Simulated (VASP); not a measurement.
Set up this calculation in VASP 6.6.1, as the native input.

```
Task                            : G0W0 quasiparticle levels
Functional                      : r2SCAN
Potentials or basis             : VASP PAW PBE potentials, release 64 (Cs_sv_GW, H_GW)
Cutoff                          : 500 eV
k mesh                          : 8 × 8 × 8
Occupations                     : gaussian, width 0.01 eV
Spin                            : no spin polarisation
Dipole correction               : no
GW scheme                       : G0W0
GW iterations                   : 1
Cutoff of the response function : 80
Frequency points                : 48
Empty bands                     : 105
Further INCAR settings          : ALGO = EVGW0; EDIFF = 1e-08; NBANDS = 110
```

The system is CsH.

```
Cs H
1.0
     0.00000    3.18920    3.18920
     3.18920    0.00000    3.18920
     3.18920    3.18920    0.00000
Cs H
1 1
Direct
  0.00000 0.00000 0.00000
  0.50000 0.50000 0.50000
```

The input as run:

POSCAR

```
CsH
1.0
    0.0000000000      3.1891954590      3.1891954590
    3.1891954590      0.0000000000      3.1891954590
    3.1891954590      3.1891954590      0.0000000000
Cs H
1 1
Direct
    0.0000000000      0.0000000000      0.0000000000
    0.5000000000      0.5000000000      0.5000000000
```

INCAR.step1

```
SYSTEM = CsH
ALGO = Normal
EDIFF = 1E-8
ENCUT = 500
ISMEAR = 0
LASPH = .True.
LCHARG = .False.
LMIXTAU = .True.
LREAL = .False.
LWAVE = .True.
METAGGA = R2SCAN
NELM = 60
PREC = Accurate
SIGMA = 0.01
```

INCAR.step2

```
SYSTEM = CsH
ALGO = Exact
EDIFF = 1E-8
ENCUT = 500
ISMEAR = 0
ISTART = 1
LASPH = .True.
LCHARG = .False.
LMIXTAU = .True.
LOPTICS = .True.
LREAL = .False.
LWAVE = .True.
METAGGA = R2SCAN
NBANDS = 110
NELM = 1
PREC = Accurate
SIGMA = 0.01
```

INCAR.step3

```
SYSTEM = CsH
ALGO = EVGW0
EDIFF = 1E-8
ENCUT = 500
ENCUTGW = 80.0
ISMEAR = 0
ISTART = 1
LASPH = .True.
LCHARG = .False.
LMIXTAU = .True.
LREAL = .False.
LWAVE = .False.
METAGGA = R2SCAN
NBANDS = 110
NBANDSGW = 13
NELMGW = 1
NOMEGA = 48
PREC = Accurate
PRECFOCK = Fast
SIGMA = 0.01
```

KPOINTS

```
k-points
0
Gamma
  8 8 8
  0 0 0
```

Potentials or basis: VASP PAW PBE potentials, release 64 (Cs_sv_GW, H_GW).

Command:

```bash
$ cat potpaw_PBE.64/Cs_sv_GW/POTCAR potpaw_PBE.64/H_GW/POTCAR > POTCAR
$ cp INCAR.step1 INCAR
$ mpirun -np 1 vasp_std > vasp.out
$ cp INCAR.step2 INCAR
$ mpirun -np 1 vasp_std > vasp.out
$ cp INCAR.step3 INCAR
$ mpirun -np 1 vasp_std > vasp.out
```

It gave:

```
Quasiparticle gap                                   : 4.42 eV
Least direct quasiparticle gap                      : 4.42 eV
Band gap of the starting levels on the mesh         : 2.68 eV
Least direct gap of the starting levels on the mesh : 2.68 eV
```

Caveat: bands, screening cutoff and mesh are small and nothing is extrapolated, so the quasiparticle values aren't converged; spin-orbit coupling is left out, which moves the levels of the heavy elements.

Run time: 41 min on 1 thread of Intel(R) Xeon(R) 6975P-C (Granite Rapids) (shared host), peak memory 2.3 GiB.
